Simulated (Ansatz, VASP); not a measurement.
## One calculation of Lu2Si2O, two programs

```
CELL_PARAMETERS angstrom
-1.96636 1.96636 4.80097
1.96636 -1.96636 4.80097
1.96636 1.96636 -4.80097
ATOMIC_POSITIONS crystal
Lu 0.63816 0.63816 0.00000
Lu 0.36184 0.36184 0.00000
Si 0.25000 0.75000 0.50000
Si 0.75000 0.25000 0.50000
O 0.00000 0.00000 0.00000
```

Change from the starting cell: species swapped into the LaNi2As2 type (I4/mmm, No. 139).

Alike in both runs: task single point; functional PBE; k mesh 6 × 6 × 6; occupations gaussian, width 0.1 eV; no spin polarisation.

|  | VASP | Ansatz |
| --- | --- | --- |
| version | VASP 6.6.1 | Ansatz 0.2.0 |
| potentials or method | VASP PAW PBE potentials, release 64 (Lu, Si, O), cutoff 520 eV | scalar-relativistic, plane waves, PAW |
| valence electrons in the cell | 64 | 64 |

```tsv
	VASP	Ansatz	Ansatz less VASP
gap on the k mesh at the Fermi level (eV)	none	none	-
rms of the force components (eV/Å)	2.596	2.571	-0.0250
```

Atom by atom the forces differ by 0.025 eV/Å (rms over components). A gap of «none» marks a metal or a gap that the smearing closes. With one functional, cell and mesh, what is left measures potentials, basis and numerics.

The k mesh is coarse, so the values compare programs but aren't converged. Spin-orbit coupling is off throughout.
